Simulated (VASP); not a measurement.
# CuI (I4/mmm) in VASP: further runs, part 2 of 2

VASP 6.6.1. Earlier steps stand in the parts before.

## (4) Single point, PBEsol (strain +0.0875 x Voigt [0, 1, 0, 0, 0, 0])

The input, INCAR:

```
SYSTEM = CuI
ALGO = Normal ; EDIFF = 1E-7
ENCUT = 520 ; GGA = PS
ISIF = 2 ; ISMEAR = 0
LASPH = .TRUE. ; LCHARG = .FALSE.
LREAL = .FALSE. ; LWAVE = .FALSE.
NBANDS = 16 ; NELM = 100
PREC = Accurate ; SIGMA = 0.15
```

The input, KPOINTS:

```
k-points
0
G
  14 14 14
  0 0 0
```

The input, POSCAR:

```
CuI
1.0
    0.0000000000      3.1125217875      2.8620890000
    2.8620890000      0.0000000000      2.8620890000
    2.8620890000      3.1125217875      0.0000000000
Cu I
1 1
Direct
    0.0000000000      0.0000000000      0.0000000000
    0.5000000000      0.5000000000      0.5000000000
```

Potentials or basis: VASP PAW PBE potentials, release 64 (Cu, I).

On the command line:

```console
> cat potpaw_PBE.64/Cu/POTCAR potpaw_PBE.64/I/POTCAR > POTCAR
> mpirun -np 1 vasp_std > vasp.out
```

OUTCAR:

```text
SYSTEM = CuI
   EDIFF = 1E-7
   ENCUT = 520
   GGA = PS
   ISIF = 2
   ISMEAR = 0
   LASPH = .TRUE.
   LREAL = .FALSE.
   NELM = 100
   PREC = Accurate

 ion  position               nearest neighbor table
   1  0.000  0.000  0.000-   2 2.86   2 2.86   2 2.86   2 2.86   2 3.11   2 3.11
   2  0.500  0.500  0.500-   1 2.86   1 2.86   1 2.86   1 2.86   1 3.11   1 3.11

  LATTYP: Found a body centered tetragonal cell.
 ALAT       =     4.0476050805
 C/A-ratio  =     1.5379572491

  Lattice vectors:

 A1 = (   0.0000000000,  -3.1125217875,   2.8620890000)
 A2 = (   0.0000000000,  -3.1125217875,  -2.8620890000)
 A3 = (   2.8620890000,   3.1125217875,   0.0000000000)

Analysis of symmetry for initial positions (statically):
=====================================================================
 Subroutine PRICEL returns:
 Original cell was already a primitive cell.

 Routine SETGRP: Setting up the symmetry group for a
 body centered tetragonal supercell.

 Subroutine GETGRP returns: Found 16 space group operations
 (whereof 16 operations were pure point group operations)
 out of a pool of 16 trial point group operations.

The static configuration has the point symmetry D_4h.

Analysis of symmetry for dynamics (positions and initial velocities):
=====================================================================
 Subroutine PRICEL returns:
 Original cell was already a primitive cell.

 Routine SETGRP: Setting up the symmetry group for a
 body centered tetragonal supercell.

 Subroutine GETGRP returns: Found 16 space group operations
 (whereof 16 operations were pure point group operations)
 out of a pool of 16 trial point group operations.

The dynamic configuration has the point symmetry D_4h.

 Subroutine INISYM returns: Found 16 space group operations
 (whereof 16 operations are pure point group operations),
 and found     1 'primitive' translations

----------------------------------------------------------------------------------------

                                     Primitive cell
[... 106 lines left out ...]
   ISMEAR =     0;   SIGMA  =   0.15  broadening in eV -4-tet -1-fermi 0-gaus
   EFERMI_NEDOS =   21; number of points for ismear=-14 and -15
   IALGO  =     38    algorithm
   IMIX   =      4    mixing-type and parameters
     AMIX     =   0.40;   BMIX     =  1.00
     AMIX_MAG =   1.60;   BMIX_MAG =  1.00
  volume/ion in A,a.u.               =      25.50       172.06
  Fermi-wavevector in a.u.,A,eV,Ry     =   1.156990  2.186393 18.213097  1.338625
  Thomas-Fermi vector in A             =   2.293605
   LORBIT       =      0    0 simple, 1 ext, 2 COOP (PROOUT), +10 PAW based schemes
   GGA     = PS    functional components
   LHFCALC =     F    Hartree Fock is set to
   AEXX    =    0.0000 exact exchange contribution
   IVDW    =     0    specifies the selected vdW correction
   LEPSILON=     F    determine dielectric tensor
   LRPA    =     F    only Hartree local field effects (RPA)
 non-spin polarized calculation
 Gauss-broadening in eV      SIGMA  =   0.15
  energy-cutoff  :      520.00
  volume of cell :       50.99
 maximum number of plane-waves:      1412
   NGX = 15   NGY = 15   NGZ = 15

 number of electron      17.9999993 magnetization

 Free energy of the ion-electron system (eV)
  ---------------------------------------------------
  ext. energy  EPLUGINS =         0.00000000
  ---------------------------------------------------
  free energy    TOTEN  =        -5.77615364 eV

  energy without entropy =       -5.77122800  energy(sigma->0) =       -5.77369082

 E-fermi :   5.1626     XC(G=0):  -9.7916

 val. band max:        5.1604568208   @ k =  -0.2857   0.0000   0.2143
 cond. band min:       5.1808975123   @ k =  -0.3571   0.0000   0.0714
 fundamental gap:      0.0204406915
 Fermi energy:         5.1626201557

 k-point     1 :       0.0000    0.0000    0.0000
  band No.  band energies     occupation
      1      -8.7806      2.00000
      2       3.2209      2.00000
      3       3.2209      2.00000
      4       3.2552      2.00000
      5       3.2988      2.00000
      6       3.3708      2.00000
[... 433 lines left out ...]
      3       2.0658      2.00000
      4       2.4134      2.00000
      5       3.3959      2.00000
      6       3.4614      2.00000
[... 8 lines left out ...]
     15      14.9854      0.00000
     16      15.2314      0.00000

 [... further k-points ...]
[... 5 lines left out ...]
  --------------------------------------------------------------------------------------
  -------------------------------------------------------------------------------------
  Total       -1.8354792     -1.6776080     -1.8354792      0.0000000      0.0000000      0.0000000
  in kB      -57.6701907    -52.7099265    -57.6701907      0.0000000      0.0000000      0.0000000
  external PRESSURE =     -56.0167693 kB  Pullay stress =       0.0000000 kB

 VOLUME and BASIS-vectors are now :
 -----------------------------------------------------------------------------
  energy-cutoff  :      520.00
  volume of cell :       50.99
      direct lattice vectors                 reciprocal lattice vectors
     0.000000000  3.112521787  2.862089000    -0.174697572  0.160641446  0.174697572
     2.862089000  0.000000000  2.862089000     0.174697572 -0.160641446  0.174697572
     2.862089000  3.112521787  0.000000000     0.174697572  0.160641446 -0.174697572

 POSITION                                       TOTAL-FORCE (eV/Angst)
 -----------------------------------------------------------------------------------
      0.00000      0.00000      0.00000        -0.000000     -0.000000      0.000000
      2.86209      3.11252      2.86209         0.000000      0.000000     -0.000000
 -----------------------------------------------------------------------------------
    total drift:                                0.000000     -0.000000     -0.000000

  FREE ENERGIE OF THE ION-ELECTRON SYSTEM (eV)
  ---------------------------------------------------
  free  energy   TOTEN  =        -5.7761536395 eV

  energy  without entropy=       -5.7712280024  energy(sigma->0) =       -5.77369082
```

OSZICAR:

```text
N       E                     dE             d eps       ncg     rms          rms(c)
DAV:   1     0.968087991544E+02    0.96809E+02   -0.78731E+03  7848   0.123E+03
DAV:   2     0.296454055071E+00   -0.96512E+02   -0.88154E+02  8256   0.228E+02
DAV:   3    -0.586266916820E+01   -0.61591E+01   -0.60375E+01 10600   0.625E+01
DAV:   4    -0.603966933760E+01   -0.17700E+00   -0.17694E+00  9960   0.928E+00
DAV:   5    -0.604474818732E+01   -0.50788E-02   -0.50788E-02 11744   0.162E+00    0.685E+00
DAV:   6    -0.603198875558E+01    0.12759E-01   -0.38657E+00  8216   0.479E+01    0.425E+00
DAV:   7    -0.577622562010E+01    0.25576E+00   -0.99310E-01  8568   0.324E+01    0.185E+00
DAV:   8    -0.578099663233E+01   -0.47710E-02   -0.71096E-02 11392   0.501E+00    0.850E-01
DAV:   9    -0.577609284813E+01    0.49038E-02   -0.19014E-02 10208   0.365E+00    0.166E-01
DAV:  10    -0.577648264121E+01   -0.38979E-03   -0.12434E-03 10984   0.927E-01    0.200E-01
DAV:  11    -0.577614496570E+01    0.33768E-03   -0.12868E-03  9512   0.100E+00    0.144E-02
DAV:  12    -0.577615408964E+01   -0.91239E-05   -0.91592E-05 10096   0.604E-02    0.181E-02
DAV:  13    -0.577615446278E+01   -0.37314E-06   -0.27616E-06 12024   0.141E-02    0.235E-02
DAV:  14    -0.577615399330E+01    0.46948E-06   -0.28040E-07 10296   0.167E-02    0.142E-02
DAV:  15    -0.577615371616E+01    0.27714E-06   -0.57789E-07 10584   0.201E-02    0.711E-03
DAV:  16    -0.577615363948E+01    0.76683E-07   -0.15857E-07  5488   0.923E-03
   1 F= -.57761536E+01 E0= -.57736908E+01  d E =-.492564E-02
```

Run time: 2.3 min. Hardware: 1 thread of Intel Xeon Platinum 8259CL at 2.50GHz (Skylake/Cascade Lake), shared host; peak memory 0.34 GiB.

Results:

```yaml
Free_energy: -5.7762 eV
Pressure: -5.6 GPa
Band_gap_on_the_k_mesh: zero (band 9 reaches 5.22 eV, above the bottom of band 10 at 4.61 eV)
```

Levels at points of the mesh, in eV from the Fermi level:
| k point | band 7 | band 8 | band 9 | band 10 | band 11 | band 12 |
| --- | --- | --- | --- | --- | --- | --- |
| (0.00, 0.00, 0.00) | -1.75 | -1.75 | -1.64 | 0.44 | 6.93 | 7.30 |
| (0.50, 0.00, 0.00) | -1.52 | -0.34 | 0.06 | 2.61 | 4.19 | 4.69 |
| (0.50, 0.50, 0.00) | -1.57 | -1.56 | -1.48 | -0.56 | 4.33 | 8.25 |
| (0.50, 0.00, 0.50) | -1.54 | -1.54 | -1.44 | -0.23 | 4.66 | 8.85 |

Caveat: the cell differs from its parent crystal (strain +0.0875 x Voigt [0, 1, 0, 0, 0, 0]); the PAW data sets were made with another functional, which shifts forces and pressure a little; spin-orbit coupling is left out, which moves the levels of the heavy elements; semilocal functionals often make such compounds metallic where correlation or magnetic order opens a gap, which also shifts bond lengths.

## (5) Single point, PBEsol (strain +0.1000 x Voigt [0, 1, 0, 0, 0, 0])

The input, INCAR:

```
ALGO = Normal
EDIFF = 1E-6
ENCUT = 520
GGA = PS
ISIF = 2
ISMEAR = 0
LASPH = True
LCHARG = False
LREAL = False
LWAVE = False
NBANDS = 16
NELM = 80
PREC = Accurate
SIGMA = 0.15
```

The input, KPOINTS:

```
k-points
0
Gamma
  14 14 14
```

The input, POSCAR:

```
CuI
1.0
    0.0000000000      3.1482979000      2.8620890000
    2.8620890000      0.0000000000      2.8620890000
    2.8620890000      3.1482979000      0.0000000000
Cu I
1 1
Direct
    0.0000000000      0.0000000000      0.0000000000
    0.5000000000      0.5000000000      0.5000000000
```

On the command line:

```console
> cat potpaw_PBE.64/Cu/POTCAR potpaw_PBE.64/I/POTCAR > POTCAR
> mpirun -np 1 vasp_std > vasp.out
```

Run time: 2 min. Hardware: 1 thread of Intel Xeon Platinum 8259CL at 2.50GHz (Skylake/Cascade Lake), shared host; peak memory 0.34 GiB.

Results (log left out):

```
Free energy            : -5.7569 eV
Pressure               : -5.6 GPa
Band gap on the k mesh : zero (band 9 reaches 5.11 eV, above the bottom of band 10 at 4.49 eV)
```

Stress tensor (GPa, compression positive):
```
-5.81  0.00  0.00
 0.00 -5.11  0.00
 0.00  0.00 -5.81
```

Levels at points of the mesh, in eV from the Fermi level:
| k point | band 5 | band 6 | band 7 | band 8 | band 9 | band 10 | band 11 | band 12 | band 13 | band 14 |
| --- | --- | --- | --- | --- | --- | --- | --- | --- | --- | --- |
| (0.00, 0.00, 0.00) | -1.86 | -1.78 | -1.74 | -1.74 | -1.64 | 0.40 | 6.88 | 7.16 | 7.42 | 7.42 |
| (0.50, 0.00, 0.00) | -1.62 | -1.60 | -1.52 | -0.39 | 0.06 | 2.59 | 4.18 | 4.72 | 5.12 | 10.03 |
| (0.50, 0.50, 0.00) | -1.97 | -1.68 | -1.56 | -1.56 | -1.48 | -0.56 | 4.33 | 8.05 | 9.67 | 10.39 |
| (0.50, 0.00, 0.50) | -2.08 | -1.80 | -1.54 | -1.54 | -1.44 | -0.19 | 4.69 | 8.66 | 9.66 | 9.66 |

Caveat: the cell differs from its parent crystal (strain +0.1000 x Voigt [0, 1, 0, 0, 0, 0]); the PAW data sets were made with another functional, which shifts forces and pressure a little; spin-orbit coupling is left out, which moves the levels of the heavy elements; semilocal functionals often make such compounds metallic where correlation or magnetic order opens a gap, which also shifts bond lengths.

## (6) Summary

```csv
cell,gap on the mesh (eV),pressure (GPa)
"a = 3.948, b = 4.048 Å, angles 59.2, 61.7, 59.2°, 2 atoms",none,-0.7
"a = 4.202, b = 4.048 Å, angles 61.2, 57.6, 61.2°, 2 atoms",none,-5.4
"a = 4.228, b = 4.048 Å, angles 61.4, 57.2, 61.4°, 2 atoms",none,-5.6
"a = 4.255, b = 4.048 Å, angles 61.6, 56.8, 61.6°, 2 atoms",none,-5.6
```

Alike in all rows: task single point; level PBEsol; potentials or basis VASP PAW PBE potentials, release 64 (Cu, I); no spin polarisation; k mesh 14 × 14 × 14; cutoff (eV) 520; smearing gaussian 0.15 eV.

Caveats: the PAW data sets were made with another functional, which shifts forces and pressure a little; spin-orbit coupling is left out, which moves the levels of the heavy elements; semilocal functionals often make such compounds metallic where correlation or magnetic order opens a gap, which also shifts bond lengths.

Absolute energies hang on the potentials; compare differences alone.
